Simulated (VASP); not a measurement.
# CO2 (Pa-3) in VASP: single point with r2SCAN

Aim: the single point of CO2 with r2SCAN.

All numbers are computed with VASP 6.6.1; they aren't measurements. Logs are shortened: lines on timing, memory, paths and dates and some standing lists are left out, and cuts for length are marked.

### Step 1. The cell of the first run

Symmetry: Pa-3, No. 205, cubic system. Conventional cell: a = 5.575 Å, b = 5.575 Å, c = 5.575 Å, α = 90.00°, β = 90.00°, γ = 90.00°. Within 1.6 Å of C (site symmetry -3) lie 2 O at 1.16 Å. Within 1.6 Å of O (site symmetry 3) lie 1 C at 1.16 Å.

### Step 2. Single point, r2SCAN

File POSCAR:

```
CO2
1.0
    5.5752669179      0.0000000000      0.0000000000
    0.0000000000      5.5752669179      0.0000000000
    0.0000000000      0.0000000000      5.5752669179
C O
4 8
Direct
    0.0000000000      0.0000000000      0.0000000000
    0.5000000000      0.0000000000      0.5000000000
    0.5000000000      0.5000000000      0.0000000000
    0.0000000000      0.5000000000      0.5000000000
    0.1201436033      0.1201436033      0.1201436033
    0.3798563967      0.8798563967      0.6201436033
    0.6201436033      0.3798563967      0.8798563967
    0.8798563967      0.6201436033      0.3798563967
    0.8798563967      0.8798563967      0.8798563967
    0.6201436033      0.1201436033      0.3798563967
    0.3798563967      0.6201436033      0.1201436033
    0.1201436033      0.3798563967      0.6201436033
```

File INCAR.step1:

```
SYSTEM = CO2
PREC = Accurate
ENCUT = 520
ISMEAR = 0
SIGMA = 0.02
LREAL = .False.
LASPH = .True.
NELM = 100
NBANDS = 44
GGA = PE
ALGO = Normal
EDIFF = 1E-4
LWAVE = .True.
LCHARG = .False.
```

File INCAR.step2:

```
SYSTEM = CO2
PREC = Accurate
ENCUT = 520
EDIFF = 1E-6
ISMEAR = 0
SIGMA = 0.02
LREAL = .False.
LASPH = .True.
NELM = 100
ALGO = Normal
ISIF = 2
LWAVE = .False.
LCHARG = .True.
METAGGA = R2SCAN
LMIXTAU = .True.
LELF = .True.
LVHAR = .True.
NBANDS = 44
ISTART = 1
```

File KPOINTS:

```
regular mesh
0
Gamma
  4 4 4
  0 0 0
```

Potentials or basis: VASP PAW PBE potentials, release 64 (C, O).

The run is started by

```console
$ cat potpaw_PBE.64/C/POTCAR potpaw_PBE.64/O/POTCAR > POTCAR
$ cp INCAR.step1 INCAR
$ mpirun -np 1 vasp_std > vasp.out
$ cp INCAR.step2 INCAR
$ mpirun -np 1 vasp_std > vasp.out
```

OUTCAR:

```text
SYSTEM = CO2
   PREC = Accurate
   ENCUT = 520
   EDIFF = 1E-6
   ISMEAR = 0
   LREAL = .False.
   LASPH = .True.
   NELM = 100
   ISIF = 2
   METAGGA = R2SCAN
   ISTART = 1

 ion  position               nearest neighbor table
   1  0.000  0.000  0.000-   5 1.16   9 1.16
   2  0.500  0.000  0.500-   6 1.16  10 1.16
   3  0.500  0.500  0.000-   7 1.16  11 1.16
   4  0.000  0.500  0.500-   8 1.16  12 1.16
   5  0.120  0.120  0.120-   1 1.16
   6  0.380  0.880  0.620-   2 1.16
   7  0.620  0.380  0.880-   3 1.16
   8  0.880  0.620  0.380-   4 1.16
   9  0.880  0.880  0.880-   1 1.16
  10  0.620  0.120  0.380-   2 1.16
  11  0.380  0.620  0.120-   3 1.16
  12  0.120  0.380  0.620-   4 1.16

  LATTYP: Found a simple cubic cell.
 ALAT       =     5.5752669179

  Lattice vectors:

 A1 = (   5.5752669179,   0.0000000000,   0.0000000000)
 A2 = (   0.0000000000,   5.5752669179,   0.0000000000)
 A3 = (   0.0000000000,   0.0000000000,   5.5752669179)

Analysis of symmetry for initial positions (statically):
=====================================================================
 Subroutine PRICEL returns:
 Original cell was already a primitive cell.

 Routine SETGRP: Setting up the symmetry group for a
 simple cubic supercell.

 Subroutine GETGRP returns: Found 24 space group operations
 (whereof  6 operations were pure point group operations)
 out of a pool of 48 trial point group operations.

The static configuration has the point symmetry S_6 .
 The point group associated with its full space group is T_h .

Analysis of symmetry for dynamics (positions and initial velocities):
=====================================================================
 Subroutine PRICEL returns:
 Original cell was already a primitive cell.

 Routine SETGRP: Setting up the symmetry group for a
 simple cubic supercell.

 Subroutine GETGRP returns: Found 24 space group operations
 (whereof  6 operations were pure point group operations)
 out of a pool of 48 trial point group operations.

The dynamic configuration has the point symmetry S_6 .
 The point group associated with its full space group is T_h .

 Subroutine INISYM returns: Found 24 space group operations
 (whereof  6 operations are pure point group operations),
 and found     1 'primitive' translations

----------------------------------------------------------------------------------------

                                     Primitive cell

  volume of cell :     173.2994

  direct lattice vectors                    reciprocal lattice vectors
     5.575266918  0.000000000  0.000000000     0.179363610  0.000000000  0.000000000
     0.000000000  5.575266918  0.000000000     0.000000000  0.179363610  0.000000000
     0.000000000  0.000000000  5.575266918     0.000000000  0.000000000  0.179363610

  length of vectors
     5.575266918  5.575266918  5.575266918     0.179363610  0.179363610  0.179363610

  position of ions in fractional coordinates (direct lattice)
     0.000000000  0.000000000  0.000000000
     0.500000000  0.000000000  0.500000000
     0.500000000  0.500000000  0.000000000
     0.000000000  0.500000000  0.500000000
     0.120143603  0.120143603  0.120143603
     0.379856397  0.879856397  0.620143603
     0.620143603  0.379856397  0.879856397
     0.879856397  0.620143603  0.379856397
     0.879856397  0.879856397  0.879856397
     0.620143603  0.120143603  0.379856397
     0.379856397  0.620143603  0.120143603
     0.120143603  0.379856397  0.620143603

  ion indices of the primitive-cell ions
   primitive index   ion index
                 1           1
                 2           2
                 3           3
                 4           4
                 5           5
                 6           6
                 7           7
                 8           8
                 9           9
                10          10
                11          11
                12          12

----------------------------------------------------------------------------------------

 KPOINTS: regular mesh

Automatic generation of k-mesh.
 Grid dimensions read from file:
 generate k-points for:    4    4    4

 Generating k-lattice:

  Cartesian coordinates                     Fractional coordinates (reciprocal lattice)
     0.044840902  0.000000000  0.000000000     0.250000000  0.000000000  0.000000000
     0.000000000  0.044840902  0.000000000     0.000000000  0.250000000  0.000000000
     0.000000000  0.000000000  0.044840902     0.000000000  0.000000000  0.250000000

  Length of vectors
     0.044840902  0.044840902  0.044840902

  Shift w.r.t. Gamma in fractional coordinates (k-lattice)
     0.000000000  0.000000000  0.000000000

 Subroutine IBZKPT returns following result:
 ===========================================

 Found     11 irreducible k-points:

 Following reciprocal coordinates:
            Coordinates               Weight
  0.000000  0.000000  0.000000      1.000000
  0.250000  0.000000  0.000000      6.000000
  0.500000  0.000000  0.000000      3.000000
  0.250000  0.250000  0.000000     12.000000
  0.500000  0.250000  0.000000      6.000000
 -0.250000  0.500000  0.000000      6.000000
  0.500000  0.500000  0.000000      3.000000
  0.250000  0.250000  0.250000      8.000000
  0.500000  0.250000  0.250000     12.000000
  0.500000  0.500000  0.250000      6.000000
  0.500000  0.500000  0.500000      1.000000
   k-points           NKPTS =     11   k-points in BZ     NKDIM =     11   number of bands    NBANDS=     44
   number of dos      NEDOS =    301   number of ions     NIONS =     12
   total plane-waves  NPLWV =  74088
   dimension x,y,z NGX =    42 NGY =   42 NGZ =   42
   dimension x,y,z NGXF=    84 NGYF=   84 NGZF=   84
   ions per type =               4   8
   NGX,Y,Z   is equivalent  to a cutoff of  12.52, 12.52, 12.52 a.u.
   NGXF,Y,Z  is equivalent  to a cutoff of  25.05, 25.05, 25.05 a.u.
 SYSTEM =  CO2
   PREC   = accura    normal or accurate (medium, high low for compatibility)
   ISTART =      1    job   : 0-new  1-cont  2-samecut
   ICHARG =      0    charge: 1-file 2-atom 10-const
   ISPIN  =      1    spin polarized calculation?
   LNONCOLLINEAR =      F non collinear calculations
   LSORBIT =      F    spin-orbit coupling
   LASPH  =      T    aspherical Exc in radial PAW
   ENCUT  =  520.0 eV  38.22 Ry    6.18 a.u.  10.37 10.37 10.37*2*pi/ulx,y,z
   NELM   =    100;   NELMIN=  2; NELMDL=  0     # of ELM steps
   EDIFF  = 0.1E-05   stopping-criterion for ELM
   LREAL  =      F    real-space projection
   EDIFFG = 0.1E-04   stopping-criterion for IOM
   NSW    =      0    number of steps for IOM
   IBRION =     -1    ionic relax: 0-MD 1-quasi-New 2-CG
   NFREE  =      0    steps in history (QN), initial steepest desc. (CG)
   ISIF   =      2    stress and relaxation
   ISYM   =      2    0-nonsym 1-usesym 2-fastsym
   POTIM  = 0.5000    time-step for ionic-motion
   TEBEG  =    0.0;   TEEND  =   0.0 temperature during run
   PSTRESS=    0.0 pullay stress
   NELECT =      64.0000    total number of electrons
   NUPDOWN=      -1.0000    fix difference up-down
   EMIN   =  10.00;   EMAX   =-10.00  energy-range for DOS
   EFERMI =   0.00;   METHOD = LEGACY
   ISMEAR =     0;   SIGMA  =   0.02  broadening in eV -4-tet -1-fermi 0-gaus
   EFERMI_NEDOS =   21; number of points for ismear=-14 and -15
   IALGO  =     38    algorithm
   IMIX   =      4    mixing-type and parameters
     AMIX     =   0.40;   BMIX     =  1.00
     AMIX_MAG =   1.60;   BMIX_MAG =  1.00
  volume/ion in A,a.u.               =      14.44        97.46
  Fermi-wavevector in a.u.,A,eV,Ry     =   1.174544  2.219566 18.769955  1.379553
  Thomas-Fermi vector in A             =   2.310939
   LORBIT       =      0    0 simple, 1 ext, 2 COOP (PROOUT), +10 PAW based schemes
   METAGGA = R2SCAN    functional components
   LHFCALC =     F    Hartree Fock is set to
   AEXX    =    0.0000 exact exchange contribution
   IVDW    =     0    specifies the selected vdW correction
   LEPSILON=     F    determine dielectric tensor
   LRPA    =     F    only Hartree local field effects (RPA)
 non-spin polarized calculation
 Gauss-broadening in eV      SIGMA  =   0.02
  energy-cutoff  :      520.00
  volume of cell :      173.30
 maximum number of plane-waves:      4700
 NGX is ok and might be reduce to    42
   NGX = 21   NGY = 21   NGZ = 21

 number of electron      63.9999960 magnetization

 Free energy of the ion-electron system (eV)
  ---------------------------------------------------
  ext. energy  EPLUGINS =         0.00000000
  ---------------------------------------------------
  free energy    TOTEN  =      -103.04440848 eV

  energy without entropy =     -103.04440848  energy(sigma->0) =     -103.04440848

 E-fermi :  -3.8971     XC(G=0):  -8.3844

 val. band max:       -4.0215566835   @ k =   0.0000   0.0000   0.0000
 cond. band min:       3.4770089407   @ k =   0.0000   0.0000   0.0000
 fundamental gap:      7.4985656242
 Fermi energy:        -3.8970573727

 k-point     1 :       0.0000    0.0000    0.0000
  band No.  band energies     occupation
      1     -25.8861      2.00000
      2     -25.6687      2.00000
      3     -25.6687      2.00000
      4     -25.6687      2.00000
      5     -24.6644      2.00000
      6     -24.6644      2.00000
[... 36 lines left out ...]
     43       7.7421      0.00000
     44       7.7421      0.00000

 k-point     2 :       0.2500    0.0000    0.0000
  band No.  band energies     occupation
      1     -25.8562      2.00000
      2     -25.7023      2.00000
      3     -25.6683      2.00000
      4     -25.6681      2.00000
      5     -24.6626      2.00000
      6     -24.6625      2.00000
[... 415 lines left out ...]
 k-point    11 :       0.5000    0.5000    0.5000
  band No.  band energies     occupation
      1     -25.7224      2.00000
      2     -25.7224      2.00000
      3     -25.7224      2.00000
      4     -25.7224      2.00000
      5     -24.6516      2.00000
      6     -24.6516      2.00000
[... 36 lines left out ...]
     43       6.5139      0.00000
     44       6.5139      0.00000

------------------------ aborting loop because EDIFF is reached ----------------------------------------

  FORCE on cell =-STRESS in cart. coord.  units (eV):
  Direction    XX          YY          ZZ          XY          YZ          ZX
  --------------------------------------------------------------------------------------
  -------------------------------------------------------------------------------------
  Total        2.0638924      2.0638924      2.0638924      0.0000000     -0.0000000      0.0000000
  in kB       19.0809783     19.0809783     19.0809783      0.0000000     -0.0000000      0.0000000
  external PRESSURE =      19.0809783 kB  Pullay stress =       0.0000000 kB

 VOLUME and BASIS-vectors are now :
 -----------------------------------------------------------------------------
  energy-cutoff  :      520.00
  volume of cell :      173.30
      direct lattice vectors                 reciprocal lattice vectors
     5.575266918  0.000000000  0.000000000     0.179363610  0.000000000  0.000000000
     0.000000000  5.575266918  0.000000000     0.000000000  0.179363610  0.000000000
     0.000000000  0.000000000  5.575266918     0.000000000  0.000000000  0.179363610

 POSITION                                       TOTAL-FORCE (eV/Angst)
 -----------------------------------------------------------------------------------
      0.00000      0.00000      0.00000         0.000000     -0.000000     -0.000000
      2.78763      0.00000      2.78763         0.000000     -0.000000     -0.000000
      2.78763      2.78763      0.00000         0.000000     -0.000000     -0.000000
      0.00000      2.78763      2.78763         0.000000     -0.000000     -0.000000
      0.66983      0.66983      0.66983         0.453397      0.453397      0.453397
      2.11780      4.90543      3.45747        -0.453397     -0.453397      0.453397
      3.45747      2.11780      4.90543         0.453397     -0.453397     -0.453397
      4.90543      3.45747      2.11780        -0.453397      0.453397     -0.453397
      4.90543      4.90543      4.90543        -0.453397     -0.453397     -0.453397
      3.45747      0.66983      2.11780         0.453397      0.453397     -0.453397
      2.11780      3.45747      0.66983        -0.453397      0.453397      0.453397
      0.66983      2.11780      3.45747         0.453397     -0.453397      0.453397
 -----------------------------------------------------------------------------------
    total drift:                                0.000000      0.000000      0.000000

  FREE ENERGIE OF THE ION-ELECTRON SYSTEM (eV)
  ---------------------------------------------------
  free  energy   TOTEN  =      -103.0444084779 eV

  energy  without entropy=     -103.0444084779  energy(sigma->0) =     -103.04440848
```

Run time: 5.7 min. Hardware: 1 thread of Intel Xeon Platinum 8259CL at 2.50GHz (Skylake/Cascade Lake), shared host; peak memory 0.3 GiB.

What came out:

```yaml
Free_energy: -103.0444 eV
Pressure: 1.9 GPa
Largest_force: 0.785 eV/Å
Band_gap_on_the_k_mesh: 7.50 eV
```

Forces on the atoms (eV/Å):
```
C    0.000  0.000  0.000
C    0.000  0.000  0.000
C    0.000  0.000  0.000
C    0.000  0.000  0.000
O    0.453  0.453  0.453
O   -0.453 -0.453  0.453
O    0.453 -0.453 -0.453
O   -0.453  0.453 -0.453
O   -0.453 -0.453 -0.453
O    0.453  0.453 -0.453
O   -0.453  0.453  0.453
O    0.453 -0.453  0.453
```

Levels at points of the mesh, in eV from the valence-band top:
```tsv
k point	band 30	band 31	band 32	band 33	band 34	band 35
(0.00, 0.00, 0.00)	-0.20	0.00	0.00	7.50	8.83	8.83
(0.50, 0.00, 0.00)	-0.31	-0.08	-0.08	8.76	8.76	8.97
(0.50, 0.50, 0.00)	-0.29	-0.29	-0.29	8.75	8.75	8.75
(0.50, 0.50, 0.50)	-0.33	-0.33	-0.33	8.76	8.76	8.76
```

Caveat: the PAW data sets were made with another functional, which shifts forces and pressure a little. A k mesh can miss the band edges.
